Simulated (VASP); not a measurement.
# Sr (P6_3/mmc) in VASP: a series of runs

Runs on Sr. Level: r2SCAN. Tasks: single point.

Everything below comes from runs of VASP 6.6.1. Logs are shortened: lines on timing, memory, paths and dates and some standing lists are left out, and cuts for length are marked.

### 1 The cell of the first run

Symmetry: P6_3/mmc, No. 194, hexagonal system. Conventional cell: a = 4.418 Å, b = 4.418 Å, c = 6.697 Å, α = 90.00°, β = 90.00°, γ = 120.00°. Sr (site symmetry -6m2) has 12 Sr at 4.21 to 4.42 Å within 5.5 Å.

This isn't the form of Sr at room conditions, which is fcc.

### 2 Single point, r2SCAN (strain +0.025 along x and y, -0.050 along z)

File POSCAR:

```
Sr
1.0
    4.4177502262      0.0000000000      0.0000000000
   -2.2088751131      3.8258839234      0.0000000000
    0.0000000000      0.0000000000      6.6975000000
Sr
2
Direct
    0.3333333333      0.6666666667      0.2500000000
    0.6666666667      0.3333333333      0.7500000000
```

File INCAR.step1:

```
PREC = Accurate
ENCUT = 520
ISMEAR = 0
SIGMA = 0.15
LREAL = F
LASPH = T
NELM = 80
NBANDS = 17
GGA = PE
ALGO = Normal
EDIFF = 1E-4
LWAVE = T
LCHARG = F
```

File INCAR.step2:

```
PREC = Accurate
ENCUT = 520
EDIFF = 1E-6
ISMEAR = 0
SIGMA = 0.15
LREAL = F
LASPH = T
NELM = 80
ALGO = Normal
ISIF = 2
LWAVE = F
LCHARG = T
METAGGA = R2SCAN
LMIXTAU = T
LELF = T
LVHAR = T
NBANDS = 17
ISTART = 1
```

File KPOINTS:

```
regular mesh
0
Gamma
  12 12 8
```

Potentials or basis: VASP PAW PBE potentials, release 64 (Sr_sv).

The run is started by

```bash
> cat potpaw_PBE.64/Sr_sv/POTCAR > POTCAR
> cp INCAR.step1 INCAR
> mpirun -np 1 vasp_std > vasp.out
> cp INCAR.step2 INCAR
> mpirun -np 1 vasp_std > vasp.out
```

OUTCAR:

```text
PREC = Accurate
   ENCUT = 520
   EDIFF = 1E-6
   ISMEAR = 0
   LREAL = F
   LASPH = T
   NELM = 80
   ISIF = 2
   METAGGA = R2SCAN
   ISTART = 1

 ion  position               nearest neighbor table
   1  0.333  0.667  0.250-   2 4.21   2 4.21   2 4.21   2 4.21   2 4.21   2 4.21
   2  0.667  0.333  0.750-   1 4.21   1 4.21   1 4.21   1 4.21   1 4.21   1 4.21

  LATTYP: Found a hexagonal cell.
 ALAT       =     4.4177502262
 C/A-ratio  =     1.5160431571

  Lattice vectors:

 A1 = (   4.4177502262,   0.0000000000,   0.0000000000)
 A2 = (  -2.2088751131,   3.8258839234,   0.0000000000)
 A3 = (   0.0000000000,   0.0000000000,   6.6975000000)

Analysis of symmetry for initial positions (statically):
=====================================================================
 Subroutine PRICEL returns:
 Original cell was already a primitive cell.

 Routine SETGRP: Setting up the symmetry group for a
 hexagonal supercell.

 Subroutine GETGRP returns: Found 24 space group operations
 (whereof 12 operations were pure point group operations)
 out of a pool of 24 trial point group operations.

The static configuration has the point symmetry D_3d.
 The point group associated with its full space group is D_6h.

Analysis of symmetry for dynamics (positions and initial velocities):
=====================================================================
 Subroutine PRICEL returns:
 Original cell was already a primitive cell.

 Routine SETGRP: Setting up the symmetry group for a
 hexagonal supercell.

 Subroutine GETGRP returns: Found 24 space group operations
 (whereof 12 operations were pure point group operations)
 out of a pool of 24 trial point group operations.

The dynamic configuration has the point symmetry D_3d.
 The point group associated with its full space group is D_6h.

 Subroutine INISYM returns: Found 24 space group operations
 (whereof 12 operations are pure point group operations),
 and found     1 'primitive' translations

----------------------------------------------------------------------------------------

                                     Primitive cell

  volume of cell :     113.1998

  direct lattice vectors                    reciprocal lattice vectors
     4.417750226  0.000000000  0.000000000     0.226359561  0.130688753  0.000000000
    -2.208875113  3.825883923  0.000000000     0.000000000  0.261377506  0.000000000
     0.000000000  0.000000000  6.697500000     0.000000000  0.000000000  0.149309444

  length of vectors
     4.417750226  4.417750226  6.697500000     0.261377506  0.261377506  0.149309444

  position of ions in fractional coordinates (direct lattice)
     0.333333333  0.666666667  0.250000000
     0.666666667  0.333333333  0.750000000

  ion indices of the primitive-cell ions
   primitive index   ion index
                 1           1
                 2           2

----------------------------------------------------------------------------------------

 KPOINTS: regular mesh

Automatic generation of k-mesh.
 Grid dimensions read from file:
 generate k-points for:   12   12    8

 Generating k-lattice:

  Cartesian coordinates                     Fractional coordinates (reciprocal lattice)
     0.018863297  0.010890729  0.000000000     0.083333333  0.000000000  0.000000000
     0.000000000  0.021781459  0.000000000     0.000000000  0.083333333  0.000000000
     0.000000000  0.000000000  0.018663680     0.000000000  0.000000000  0.125000000

  Length of vectors
     0.021781459  0.021781459  0.018663680

  Shift w.r.t. Gamma in fractional coordinates (k-lattice)
     0.000000000  0.000000000  0.000000000

 Subroutine IBZKPT returns following result:
 ===========================================

 Found     95 irreducible k-points:

 Following reciprocal coordinates:
            Coordinates               Weight
  0.000000  0.000000  0.000000      1.000000
  0.083333  0.000000  0.000000      6.000000
  0.166667  0.000000  0.000000      6.000000
  0.250000  0.000000  0.000000      6.000000
  0.333333  0.000000  0.000000      6.000000
  0.416667  0.000000  0.000000      6.000000
[... 16 lines left out ...]
  0.250000  0.000000  0.125000     12.000000
  0.333333  0.000000  0.125000     12.000000
 [... further k-points ...]
   k-points           NKPTS =     95   k-points in BZ     NKDIM =     95   number of bands    NBANDS=     17
   number of dos      NEDOS =    301   number of ions     NIONS =      2
   total plane-waves  NPLWV =  64800
   dimension x,y,z NGX =    36 NGY =   36 NGZ =   50
   dimension x,y,z NGXF=    72 NGYF=   72 NGZF=  100
   ions per type =               2
   NGX,Y,Z   is equivalent  to a cutoff of  13.55, 13.55, 12.41 a.u.
   NGXF,Y,Z  is equivalent  to a cutoff of  27.09, 27.09, 24.82 a.u.
 SYSTEM =  unknown system
   PREC   = accura    normal or accurate (medium, high low for compatibility)
   ISTART =      1    job   : 0-new  1-cont  2-samecut
   ICHARG =      0    charge: 1-file 2-atom 10-const
   ISPIN  =      1    spin polarized calculation?
   LNONCOLLINEAR =      F non collinear calculations
   LSORBIT =      F    spin-orbit coupling
   LASPH  =      T    aspherical Exc in radial PAW
   ENCUT  =  520.0 eV  38.22 Ry    6.18 a.u.   8.21  8.21 12.45*2*pi/ulx,y,z
   NELM   =     80;   NELMIN=  2; NELMDL=  0     # of ELM steps
   EDIFF  = 0.1E-05   stopping-criterion for ELM
   LREAL  =      F    real-space projection
   EDIFFG = 0.1E-04   stopping-criterion for IOM
   NSW    =      0    number of steps for IOM
   IBRION =     -1    ionic relax: 0-MD 1-quasi-New 2-CG
   NFREE  =      0    steps in history (QN), initial steepest desc. (CG)
   ISIF   =      2    stress and relaxation
   ISYM   =      2    0-nonsym 1-usesym 2-fastsym
   POTIM  = 0.5000    time-step for ionic-motion
   TEBEG  =    0.0;   TEEND  =   0.0 temperature during run
   PSTRESS=    0.0 pullay stress
   NELECT =      20.0000    total number of electrons
   NUPDOWN=      -1.0000    fix difference up-down
   EMIN   =  10.00;   EMAX   =-10.00  energy-range for DOS
   EFERMI =   0.00;   METHOD = LEGACY
   ISMEAR =     0;   SIGMA  =   0.15  broadening in eV -4-tet -1-fermi 0-gaus
   EFERMI_NEDOS =   21; number of points for ismear=-14 and -15
   IALGO  =     38    algorithm
   IMIX   =      4    mixing-type and parameters
     AMIX     =   0.40;   BMIX     =  1.00
[... 28 lines left out ...]

 E-fermi :   1.5545     XC(G=0):  -7.7042

 val. band max:        1.5263445782   @ k =   0.1667   0.1667   0.0000
 cond. band min:       1.5612929436   @ k =   0.2500   0.0833   0.0000
 fundamental gap:      0.0349483654
 Fermi energy:         1.5545123299

 k-point     1 :       0.0000    0.0000    0.0000
  band No.  band energies     occupation
      1     -36.5641      2.00000
      2     -36.5458      2.00000
      3     -18.0444      2.00000
      4     -17.8637      2.00000
      5     -17.8637      2.00000
      6     -17.8263      2.00000
[... 9 lines left out ...]
     16       4.5375      0.00000
     17       4.7889      0.00000

 k-point     2 :       0.0833    0.0000    0.0000
  band No.  band energies     occupation
      1     -36.5634      2.00000
      2     -36.5457      2.00000
      3     -18.0401      2.00000
      4     -17.8710      2.00000
      5     -17.8665      2.00000
      6     -17.8341      2.00000
[... 9 lines left out ...]
     16       4.6257      0.00000
     17       4.6956      0.00000

 k-point     3 :       0.1667    0.0000    0.0000
  band No.  band energies     occupation
      1     -36.5614      2.00000
      2     -36.5453      2.00000
      3     -18.0277      2.00000
      4     -17.8909      2.00000
      5     -17.8737      2.00000
      6     -17.8551      2.00000
[... 9 lines left out ...]
     16       4.4236      0.00000
     17       4.8833      0.00000

 k-point     4 :       0.2500    0.0000    0.0000
  band No.  band energies     occupation
      1     -36.5586      2.00000
      2     -36.5450      2.00000
      3     -18.0090      2.00000
      4     -17.9185      2.00000
      5     -17.8832      2.00000
      6     -17.8828      2.00000
[... 9 lines left out ...]
     16       4.7368      0.00000
     17       5.2894      0.00000

 k-point     5 :       0.3333    0.0000    0.0000
  band No.  band energies     occupation
      1     -36.5555      2.00000
      2     -36.5450      2.00000
      3     -17.9868      2.00000
      4     -17.9464      2.00000
      5     -17.9097      2.00000
      6     -17.8924      2.00000
[... 9 lines left out ...]
     16       5.2876      0.00000
     17       5.7603      0.00000

 k-point     6 :       0.4167    0.0000    0.0000
  band No.  band energies     occupation
      1     -36.5528      2.00000
      2     -36.5453      2.00000
      3     -17.9671      2.00000
      4     -17.9659      2.00000
      5     -17.9289      2.00000
      6     -17.8990      2.00000
[... 9 lines left out ...]
     16       5.9579      0.00000
     17       6.1779      0.00000

 k-point     7 :       0.5000    0.0000    0.0000
  band No.  band energies     occupation
      1     -36.5517      2.00000
      2     -36.5456      2.00000
      3     -17.9747      2.00000
      4     -17.9560      2.00000
      5     -17.9358      2.00000
      6     -17.9014      2.00000
[... 9 lines left out ...]
     16       6.4812      0.00000
     17       6.5909      0.00000

 k-point     8 :       0.0833    0.0833    0.0000
  band No.  band energies     occupation
      1     -36.5621      2.00000
      2     -36.5454      2.00000
      3     -18.0318      2.00000
      4     -17.8831      2.00000
      5     -17.8738      2.00000
      6     -17.8466      2.00000
[... 9 lines left out ...]
     16       4.4940      0.00000
     17       4.7522      0.00000
[... 203 lines left out ...]
      1     -36.5479      2.00000
      2     -36.5479      2.00000
      3     -17.9590      2.00000
      4     -17.9230      2.00000
      5     -17.9230      2.00000
      6     -17.9185      2.00000
[... 9 lines left out ...]
     16       5.4764      0.00000
     17       5.4764      0.00000

 k-point    20 :       0.0000    0.0000    0.1250
  band No.  band energies     occupation
      1     -36.5634      2.00000
      2     -36.5465      2.00000
      3     -18.0364      2.00000
      4     -17.8623      2.00000
      5     -17.8623      2.00000
      6     -17.8339      2.00000
[... 9 lines left out ...]
     16       4.4532      0.00000
     17       4.9279      0.00000

 k-point    21 :       0.0833    0.0000    0.1250
  band No.  band energies     occupation
      1     -36.5627      2.00000
      2     -36.5463      2.00000
      3     -18.0326      2.00000
      4     -17.8693      2.00000
      5     -17.8650      2.00000
      6     -17.8426      2.00000
[... 9 lines left out ...]
     16       4.5066      0.00000
     17       4.8705      0.00000

 k-point    22 :       0.1667    0.0000    0.1250
  band No.  band energies     occupation
      1     -36.5608      2.00000
      2     -36.5459      2.00000
      3     -18.0218      2.00000
      4     -17.8885      2.00000
      5     -17.8721      2.00000
      6     -17.8639      2.00000
[... 9 lines left out ...]
     16       4.5287      0.00000
     17       4.9274      0.00000

 k-point    23 :       0.2500    0.0000    0.1250
  band No.  band energies     occupation
      1     -36.5581      2.00000
      2     -36.5455      2.00000
      3     -18.0064      2.00000
      4     -17.9143      2.00000
      5     -17.8915      2.00000
      6     -17.8814      2.00000
[... 9 lines left out ...]
     16       4.7480      0.00000
     17       5.2887      0.00000

 k-point    24 :       0.3333    0.0000    0.1250
  band No.  band energies     occupation
      1     -36.5551      2.00000
      2     -36.5454      2.00000
      3     -17.9917      2.00000
      4     -17.9373      2.00000
      5     -17.9178      2.00000
      6     -17.8903      2.00000
[... 9 lines left out ...]
     16       5.2369      0.00000
     17       5.6872      0.00000

 [... further k-points ...]

------------------------ aborting loop because EDIFF is reached ----------------------------------------

  FORCE on cell =-STRESS in cart. coord.  units (eV):
  Direction    XX          YY          ZZ          XY          YZ          ZX
  --------------------------------------------------------------------------------------
  -------------------------------------------------------------------------------------
  Total       -0.2267837     -0.2267837      0.8768930      0.0000000      0.0000000      0.0000000
  in kB       -3.2097909     -3.2097909     12.4111359      0.0000000      0.0000000      0.0000000
  external PRESSURE =       1.9971847 kB  Pullay stress =       0.0000000 kB

 VOLUME and BASIS-vectors are now :
 -----------------------------------------------------------------------------
  energy-cutoff  :      520.00
  volume of cell :      113.20
      direct lattice vectors                 reciprocal lattice vectors
     4.417750226  0.000000000  0.000000000     0.226359561  0.130688753  0.000000000
    -2.208875113  3.825883923  0.000000000     0.000000000  0.261377506  0.000000000
     0.000000000  0.000000000  6.697500000     0.000000000  0.000000000  0.149309444

 POSITION                                       TOTAL-FORCE (eV/Angst)
 -----------------------------------------------------------------------------------
     -0.00000      2.55059      1.67437         0.000000      0.000000      0.000000
      2.20888      1.27529      5.02313        -0.000000      0.000000      0.000000
 -----------------------------------------------------------------------------------
    total drift:                                0.000000     -0.000000      0.000000

  FREE ENERGIE OF THE ION-ELECTRON SYSTEM (eV)
  ---------------------------------------------------
  free  energy   TOTEN  =       -30.1700084640 eV

  energy  without entropy=      -30.1423102604  energy(sigma->0) =      -30.15615936
```

Wall time 9.1 min (1 thread of Intel Xeon Platinum 8259CL at 2.50GHz (Skylake/Cascade Lake), shared host); peak memory 0.36 GiB.

Results:

```
Free energy            : -30.1700 eV
Pressure               : 0.2 GPa
Band gap on the k mesh : zero (bands 10 and 11 overlap by 0.47 eV)
```

Stress tensor (GPa, compression positive):
```
-0.32  0.00  0.00
 0.00 -0.32  0.00
 0.00  0.00  1.24
```

Caveat: the cell differs from its parent crystal (strain +0.025 along x and y, -0.050 along z); the PAW data sets were made with another functional, which shifts forces and pressure a little.

### 3 Single point, r2SCAN (strain +0.000 along x and y, +0.025 along z)

File POSCAR:

```
Sr
1.0
    4.3100002207      0.0000000000      0.0000000000
   -2.1550001104      3.7325696814      0.0000000000
    0.0000000000      0.0000000000      7.2262500000
Sr
2
Direct
    0.3333333333      0.6666666667      0.2500000000
    0.6666666667      0.3333333333      0.7500000000
```

File INCAR.step1:

```
SYSTEM = Sr
  PREC = Accurate
  ENCUT = 520
  ISMEAR = 0
  SIGMA = 0.15
  LREAL = .False.
  LASPH = .True.
  NELM = 80
  NBANDS = 17
  GGA = PE
  ALGO = Normal
  EDIFF = 1E-4
  LWAVE = .True.
  LCHARG = .False.
```

File INCAR.step2:

```
SYSTEM = Sr
  PREC = Accurate
  ENCUT = 520
  EDIFF = 1E-6
  ISMEAR = 0
  SIGMA = 0.15
  LREAL = .False.
  LASPH = .True.
  NELM = 80
  ALGO = Normal
  ISIF = 2
  LWAVE = .False.
  LCHARG = .False.
  METAGGA = R2SCAN
  LMIXTAU = .True.
  NBANDS = 17
  ISTART = 1
```

File KPOINTS:

```
regular mesh
0
Gamma
  12 12 8
  0 0 0
```

Potentials or basis: VASP PAW PBE potentials, release 64 (Sr_sv).

The run is started by

```bash
> cat potpaw_PBE.64/Sr_sv/POTCAR > POTCAR
> cp INCAR.step1 INCAR
> mpirun -np 1 vasp_std > vasp.out
> cp INCAR.step2 INCAR
> mpirun -np 1 vasp_std > vasp.out
```

Wall time 7.5 min (1 thread of Intel Xeon Platinum 8259CL at 2.50GHz (Skylake/Cascade Lake), shared host); peak memory 0.34 GiB.

Results (log left out):

```yaml
Free_energy: -30.2010 eV
Pressure: -0.2 GPa
Band_gap_on_the_k_mesh: zero (bands 10 and 11 overlap by 0.44 eV)
```

Stress tensor (GPa, compression positive):
```
-0.07  0.00  0.00
 0.00 -0.07  0.00
 0.00  0.00 -0.47
```

Levels at points of the mesh, in eV from the Fermi level:
```tsv
k point	band 7	band 8	band 9	band 10	band 11	band 12	band 13	band 14
(0.00, 0.00, 0.00)	-19.42	-19.41	-3.78	-1.15	-0.23	2.45	2.59	2.59
(0.50, 0.00, 0.00)	-19.45	-19.44	-1.07	-0.60	0.14	0.36	1.32	1.91
(0.00, 0.00, 0.50)	-19.43	-19.43	-2.86	-2.86	1.33	1.33	2.61	2.61
(0.50, 0.00, 0.50)	-19.45	-19.45	-0.73	-0.73	0.15	0.15	1.46	1.46
```

Caveat: the cell differs from its parent crystal (strain +0.000 along x and y, +0.025 along z); the PAW data sets were made with another functional, which shifts forces and pressure a little.

### 4 Single point, r2SCAN (strain +0.025 along x and y, -0.025 along z)

File POSCAR:

```
Sr
1.0
    4.4177502262      0.0000000000      0.0000000000
   -2.2088751131      3.8258839234      0.0000000000
    0.0000000000      0.0000000000      6.8737500000
Sr
2
Direct
    0.3333333333      0.6666666667      0.2500000000
    0.6666666667      0.3333333333      0.7500000000
```

File INCAR.step1:

```
ALGO = Normal ; EDIFF = 1E-4
ENCUT = 520 ; GGA = PE
ISMEAR = 0 ; LASPH = True
LCHARG = False ; LREAL = False
LWAVE = True ; NBANDS = 17
NELM = 100 ; PREC = Accurate
SIGMA = 0.15
```

File INCAR.step2:

```
ALGO = Normal ; EDIFF = 1E-6
ENCUT = 520 ; ISIF = 2
ISMEAR = 0 ; ISTART = 1
LASPH = True ; LCHARG = True
LELF = True ; LMIXTAU = True
LREAL = False ; LVHAR = True
LWAVE = False ; METAGGA = R2SCAN
NBANDS = 17 ; NELM = 100
PREC = Accurate ; SIGMA = 0.15
```

File KPOINTS:

```
k-points
0
Gamma
  12 12 8
```

The run is started by

```bash
> cat potpaw_PBE.64/Sr_sv/POTCAR > POTCAR
> cp INCAR.step1 INCAR
> mpirun -np 1 vasp_std > vasp.out
> cp INCAR.step2 INCAR
> mpirun -np 1 vasp_std > vasp.out
```

It took 9 min on 1 thread of Intel Xeon Platinum 8259CL at 2.50GHz (Skylake/Cascade Lake), shared host; peak memory 0.38 GiB.

The run converged. Its results:

```yaml
Free_energy: -30.1870 eV
Pressure: -0.1 GPa
Band_gap_on_the_k_mesh: zero (bands 10 and 11 overlap by 0.43 eV)
```

Stress tensor (GPa, compression positive):
```
-0.49  0.00  0.00
 0.00 -0.49  0.00
 0.00  0.00  0.58
```

Levels at points of the mesh, in eV from the Fermi level:
```csv
k point,band 8,band 9,band 10,band 11,band 12,band 13
"(0.00, 0.00, 0.00)",-19.43,-3.80,-0.95,0.05,2.46,2.46
"(0.50, 0.00, 0.00)",-19.45,-1.21,-0.72,0.18,0.28,1.46
"(0.00, 0.00, 0.50)",-19.45,-2.78,-2.78,1.58,1.58,2.42
"(0.50, 0.00, 0.50)",-19.47,-0.78,-0.78,0.08,0.08,1.56
```

Caveat: the cell differs from its parent crystal (strain +0.025 along x and y, -0.025 along z); the PAW data sets were made with another functional, which shifts forces and pressure a little.

### 5 Summary

```csv
cell,gap on the mesh (eV),pressure (GPa)
"a = 4.418, b = 4.418, c = 6.697 Å, angles 90.0, 90.0, 120.0°, 2 atoms",none,0.2
"a = 4.310, b = 4.310, c = 7.226 Å, angles 90.0, 90.0, 120.0°, 2 atoms",none,-0.2
"a = 4.418, b = 4.418, c = 6.874 Å, angles 90.0, 90.0, 120.0°, 2 atoms",none,-0.1
```

Alike in all rows: task single point; level r2SCAN; potentials or basis VASP PAW PBE potentials, release 64 (Sr_sv); no spin polarisation; k mesh 12 × 12 × 8; cutoff (eV) 520; smearing gaussian 0.15 eV.

Caveats: the PAW data sets were made with another functional, which shifts forces and pressure a little.

Total energies depend on the potentials used, so only differences within one code and one set of settings carry meaning.

The gap in the log of VASP goes by the Fermi energy; the results here count the filled bands.